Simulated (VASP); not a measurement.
# SrCl2 (I4/mmm) in VASP: further runs, part 2 of 2

VASP 6.6.1. The steps go on from the part before.

## 5. Single point, r2SCAN (biaxial xy strain -2.8%)

Contents of POSCAR:

```
SrCl2
1.0
    0.0000000000      3.3994322071      3.4977180853
    3.3994322071      0.0000000000      3.4977180853
    3.3994322071      3.3994322071      0.0000000000
Sr Cl
1 2
Direct
    0.0000000000      0.0000000000      0.0000000000
    0.2500000000      0.2500000000      0.2500000000
    0.7500000000      0.7500000000      0.7500000000
```

Contents of INCAR.step1:

```
  PREC = Accurate
  ENCUT = 520
  ISMEAR = 0
  SIGMA = 0.01
  LREAL = False
  LASPH = True
  NELM = 80
  NBANDS = 19
  GGA = PE
  ALGO = Normal
  EDIFF = 1E-4
  LWAVE = True
  LCHARG = False
```

Contents of INCAR.step2:

```
  PREC = Accurate
  ENCUT = 520
  EDIFF = 1E-6
  ISMEAR = 0
  SIGMA = 0.01
  LREAL = False
  LASPH = True
  NELM = 80
  ALGO = Normal
  ISIF = 2
  LWAVE = False
  LCHARG = True
  METAGGA = R2SCAN
  LMIXTAU = True
  LELF = True
  LVHAR = True
  NBANDS = 19
  ISTART = 1
```

Contents of KPOINTS:

```
regular mesh
0
Gamma
  6 6 6
```

On the command line:

```
$ cat potpaw_PBE.64/Sr_sv/POTCAR potpaw_PBE.64/Cl/POTCAR > POTCAR
$ cp INCAR.step1 INCAR
$ mpirun -np 1 vasp_std > vasp.out
$ cp INCAR.step2 INCAR
$ mpirun -np 1 vasp_std > vasp.out
```

Run time: 2.2 min. Hardware: 1 thread of Intel Xeon Platinum 8259CL at 2.50GHz (Skylake/Cascade Lake), shared host; peak memory 0.24 GiB.

Results (log left out):

```
Free energy            : -35.6515 eV
Pressure               : 2.5 GPa
Band gap on the k mesh : 5.88 eV
```

Stress tensor (GPa, compression positive):
```
3.05 0.00 0.00
0.00 3.05 0.00
0.00 0.00 1.38
```

Levels at points of the mesh, in eV from the valence-band top:
```csv
k point,band 8,band 9,band 10,band 11,band 12,band 13,band 14,band 15,band 16,band 17
"(0.00, 0.00, 0.00)",-2.43,-2.34,-0.59,-0.36,-0.36,6.03,6.55,6.70,9.54,9.69
"(0.50, 0.00, 0.00)",-1.76,-1.64,-1.51,-1.21,-1.19,7.23,7.28,8.22,8.34,9.49
"(0.50, 0.50, 0.00)",-2.11,-2.11,-0.45,-0.45,-0.19,5.89,7.69,8.28,8.66,8.66
"(0.50, 0.00, 0.50)",-2.17,-2.05,-0.66,-0.39,0.00,5.88,7.93,8.27,8.80,8.88
```

Caveat: the cell differs from its parent crystal (biaxial xy strain -2.8%); the structure was generated, so it needn't be the stable form of SrCl2; the PAW data sets were made with another functional, which shifts forces and pressure a little.

## 6. Single point, r2SCAN (uniaxial z strain -1.5%)

Contents of POSCAR:

```
SrCl2
1.0
    0.0000000000      3.4977180853      3.4466514012
    3.4977180853      0.0000000000      3.4466514012
    3.4977180853      3.4977180853      0.0000000000
Sr Cl
1 2
Direct
    0.0000000000      0.0000000000      0.0000000000
    0.2500000000      0.2500000000      0.2500000000
    0.7500000000      0.7500000000      0.7500000000
```

Contents of INCAR.step1:

```
PREC     = Accurate       # precision mode
ENCUT    = 520            # plane-wave cutoff, eV
ISMEAR   = 0              # smearing method
SIGMA    = 0.01           # smearing width, eV
LREAL    = F              # projectors in reciprocal space
LASPH    = T              # aspherical terms in the spheres
NELM     = 100            # most SCF steps
NBANDS   = 19             # bands
GGA      = PE             # functional
ALGO     = Normal         # electronic algorithm
EDIFF    = 1E-4           # SCF threshold, eV
LWAVE    = T              # write WAVECAR
LCHARG   = F              # write CHGCAR
```

Contents of INCAR.step2:

```
PREC     = Accurate       # precision mode
ENCUT    = 520            # plane-wave cutoff, eV
EDIFF    = 1E-6           # SCF threshold, eV
ISMEAR   = 0              # smearing method
SIGMA    = 0.01           # smearing width, eV
LREAL    = F              # projectors in reciprocal space
LASPH    = T              # aspherical terms in the spheres
NELM     = 100            # most SCF steps
ALGO     = Normal         # electronic algorithm
ISIF     = 2              # what is computed and relaxed
LWAVE    = F              # write WAVECAR
LCHARG   = T              # write CHGCAR
METAGGA  = R2SCAN         # meta-GGA
LMIXTAU  = T            
LELF     = T              # ELF
LVHAR    = T            
NBANDS   = 19             # bands
ISTART   = 1
```

Contents of KPOINTS:

```
Automatic mesh
0
Gamma
  6 6 6
```

Potentials or basis: VASP PAW PBE potentials, release 64 (Sr_sv, Cl).

On the command line:

```
$ cat potpaw_PBE.64/Sr_sv/POTCAR potpaw_PBE.64/Cl/POTCAR > POTCAR
$ cp INCAR.step1 INCAR
$ mpirun -np 1 vasp_std > vasp.out
$ cp INCAR.step2 INCAR
$ mpirun -np 1 vasp_std > vasp.out
```

Wall time 2.7 min (1 thread of Intel Xeon Platinum 8259CL at 2.50GHz (Skylake/Cascade Lake), shared host); peak memory 0.27 GiB.

The run converged. Its results:

* Free energy: -35.6920 eV
* Pressure: 0.6 GPa
* Band gap on the k mesh: 5.92 eV

Stress tensor (GPa, compression positive):
```
0.33 0.00 0.00
0.00 0.33 0.00
0.00 0.00 1.15
```

Levels at points of the mesh, in eV from the valence-band top:
```
           k point  band 9  band 10  band 11  band 12  band 13  band 14  band 15  band 16
(0.00, 0.00, 0.00)   -2.22    -0.45    -0.45    -0.34     5.92     6.57     6.68     9.55
(0.50, 0.00, 0.00)   -1.56    -1.42    -1.15    -1.13     7.22     7.25     8.17     8.21
(0.50, 0.50, 0.00)   -2.00    -0.49    -0.49     0.00     5.92     7.82     8.17     8.72
(0.50, 0.00, 0.50)   -1.97    -0.52    -0.39    -0.09     5.92     7.70     8.17     8.62
```

Caveat: the cell differs from its parent crystal (uniaxial z strain -1.5%); the structure was generated, so it needn't be the stable form of SrCl2; the PAW data sets were made with another functional, which shifts forces and pressure a little. A k mesh can miss the band edges.

## 7. Single point, r2SCAN (uniaxial x strain +3.5%)

Contents of POSCAR:

```
SrCl2
1.0
    0.0000000000      3.4977180853      3.4977180853
    3.6197884464      0.0000000000      3.4977180853
    3.6197884464      3.4977180853      0.0000000000
Sr Cl
1 2
Direct
    0.0000000000      0.0000000000      0.0000000000
    0.2500000000      0.2500000000      0.2500000000
    0.7500000000      0.7500000000      0.7500000000
```

Contents of INCAR.step1:

```
  PREC = Accurate
  ENCUT = 520
  ISMEAR = 0
  SIGMA = 0.01
  LREAL = F
  LASPH = T
  NELM = 60
  NBANDS = 19
  GGA = PE
  ALGO = Normal
  EDIFF = 1E-4
  LWAVE = T
  LCHARG = F
```

Contents of INCAR.step2:

```
  PREC = Accurate
  ENCUT = 520
  EDIFF = 1E-6
  ISMEAR = 0
  SIGMA = 0.01
  LREAL = F
  LASPH = T
  NELM = 60
  ALGO = Normal
  ISIF = 2
  LWAVE = F
  LCHARG = T
  METAGGA = R2SCAN
  LMIXTAU = T
  LELF = T
  LVHAR = T
  NBANDS = 19
  ISTART = 1
```

KPOINTS is that of step 6.

On the command line:

```
$ cat potpaw_PBE.64/Sr_sv/POTCAR potpaw_PBE.64/Cl/POTCAR > POTCAR
$ cp INCAR.step1 INCAR
$ mpirun -np 1 vasp_std > vasp.out
$ cp INCAR.step2 INCAR
$ mpirun -np 1 vasp_std > vasp.out
```

Run time: 2.8 min. Hardware: 1 thread of Intel Xeon Platinum 8259CL at 2.50GHz (Skylake/Cascade Lake), shared host; peak memory 0.27 GiB.

Results (log left out):

```
Free energy            : -35.6762 eV
Pressure               : -1.2 GPa
Band gap on the k mesh : 5.69 eV (least direct gap 5.92 eV)
```

Stress tensor (GPa, compression positive):
```
-2.33  0.00  0.00
 0.00 -0.58  0.00
 0.00  0.00 -0.58
```

Levels at points of the mesh, in eV from the valence-band top:
```csv
k point,band 8,band 9,band 10,band 11,band 12,band 13,band 14,band 15,band 16,band 17
"(0.00, 0.00, 0.00)",-2.11,-2.02,-0.57,-0.32,-0.32,5.69,6.55,6.74,9.39,9.52
"(0.50, 0.00, 0.00)",-1.51,-1.47,-1.34,-1.10,-1.07,7.15,7.20,8.01,8.08,9.07
"(0.50, 0.50, 0.00)",-1.96,-1.84,-0.61,-0.32,0.00,5.92,7.68,8.04,8.52,8.60
"(0.00, 0.50, 0.50)",-1.89,-1.89,-0.38,-0.38,-0.20,5.93,7.42,8.04,8.38,8.38
```

Caveat: the cell differs from its parent crystal (uniaxial x strain +3.5%); the structure was generated, so it needn't be the stable form of SrCl2; the PAW data sets were made with another functional, which shifts forces and pressure a little. A k mesh can miss the band edges.

## 8. The runs side by side

```tsv
level	cell	smearing	gap on the mesh (eV)	pressure (GPa)
PBE	a = 4.878, b = 4.878, c = 4.808 Å, angles 60.5, 60.5, 59.1°, 3 atoms	fermi-dirac 0.02 eV	5.41	3.2
PBE	a = 4.911, b = 4.911, c = 4.947 Å, angles 59.8, 59.8, 60.5°, 3 atoms	fermi-dirac 0.02 eV	5.30	1.3
PBE	a = 4.947, b = 5.034, c = 5.034 Å, angles 58.9, 60.6, 60.6°, 3 atoms	fermi-dirac 0.02 eV	5.07	-0.4
r2SCAN	a = 4.878, b = 4.878, c = 4.808 Å, angles 60.5, 60.5, 59.1°, 3 atoms	gaussian 0.01 eV	5.88	2.5
r2SCAN	a = 4.911, b = 4.911, c = 4.947 Å, angles 59.8, 59.8, 60.5°, 3 atoms	gaussian 0.01 eV	5.92	0.6
r2SCAN	a = 4.947, b = 5.034, c = 5.034 Å, angles 58.9, 60.6, 60.6°, 3 atoms	gaussian 0.01 eV	5.69	-1.2
```

Alike in all rows: task single point; potentials or basis VASP PAW PBE potentials, release 64 (Sr_sv, Cl); no spin polarisation; k mesh 6 × 6 × 6; cutoff (eV) 520.

Caveats: the structure was generated, so it needn't be the stable form of SrCl2; the PAW data sets were made with another functional, which shifts forces and pressure a little (at least some runs); the cell stands under pressure (at least some runs).

Total energies depend on the potentials used, so only differences within one code and one set of settings carry meaning.
